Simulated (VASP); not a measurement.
Crystal: MgO.

```
Mg O
1.0
     3.30779    0.00000    0.00000
    -1.65389    2.86463    0.00000
     0.00000    0.00000    4.98288
Mg O
2 2
Direct
  0.66667 0.33333 0.50216
  0.33333 0.66667 0.00216
  0.66667 0.33333 0.90244
  0.33333 0.66667 0.40244
```

Base run:

- Program: VASP 6.6.1
- Functional: PBE
- Potentials or basis: VASP PAW PBE potentials, release 64 (Mg, O)
- Cutoff: 520 eV
- k mesh: 9 × 9 × 6
- Occupations: fermi-dirac, width 0.05 eV
- Spin: no spin polarisation

Its results: band gap on the k mesh 3.46 eV, direct; pressure 3.0 GPa; largest force 0.008 eV/Å.

Task: The run is repeated on the same cell with these changes: functional from PBE to PBEsol. What comes out?

Result: Band gap on the k mesh 3.34 eV, direct; pressure 0.1 GPa; largest force 0.009 eV/Å.

PBEsol binds more tightly than PBE, so the same cell stands under less pressure.

Caveats: the PAW data sets were made with another functional, which shifts forces and pressure a little (some runs).

A k mesh can miss the band edges.
